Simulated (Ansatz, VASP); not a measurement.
## V: VASP beside Ansatz

Contents of INCAR:

```
SYSTEM = V
ALGO = Normal
EDIFF = 1E-6
EDIFFG = -0.005
ENCUT = 600
GGA = PS
IBRION = 2
ISIF = 3
ISMEAR = -1
LASPH = .True.
LCHARG = .False.
LREAL = .False.
LWAVE = .False.
NELM = 80
NSW = 60
PREC = Accurate
SIGMA = 0.08
```

The input KPOINTS:

```
k-points
0
Gamma
  24 24 24
  0 0 0
```

File POSCAR:

```
V
1.0
   -1.4798794642      1.4798794642      1.4798794642
    1.4798794642     -1.4798794642      1.4798794642
    1.4798794642      1.4798794642     -1.4798794642
V
1
Direct
    0.0000000000      0.0000000000      0.0000000000
```

Input for Ansatz:

```yaml
crystal:
  lattice:
    - [-1.4798794642, 1.4798794642, 1.4798794642]
    - [1.4798794642, -1.4798794642, 1.4798794642]
    - [1.4798794642, 1.4798794642, -1.4798794642]
  atoms:
    - { symbol: V, position: [0.0, 0.0, 0.0] }
kpoints:
  mp_grid: { grid: [24, 24, 24] }
scf:
  occupations: { method: fermi_dirac, width: 0.08 }
hamiltonian:
  xc: pbesol
  pseudopotentials: { kind: paw }
output:
  forces: true
  stress: true
relax:
  f_tol: 0.005
  max_steps: 40
  cell: {}
```

Alike in both runs: task relaxation of cell and atoms; functional PBEsol; k mesh 24 × 24 × 24; occupations fermi-dirac, width 0.08 eV; no spin polarisation.

|  | VASP | Ansatz |
| --- | --- | --- |
| version | VASP 6.6.1 | Ansatz 0.2.0 |
| potentials or method | VASP PAW PBE potentials, release 64 (V_sv) | PAW with Ansatz's default frozen-core files, scalar-relativistic |
| plane-wave cutoff (eV) | 600 | 420 |
| valence electrons in the cell | 13 | 13 |

|  | VASP | Ansatz | Ansatz less VASP |
| --- | --- | --- | --- |
| relaxed volume (Å³/atom) | 12.97 | 12.96 | -0.014 |
| relaxed cell length with the largest relative difference (Å) | 2.564 | 2.563 | -0.0009 |

VASP's potentials were made for PBE, not for PBEsol.
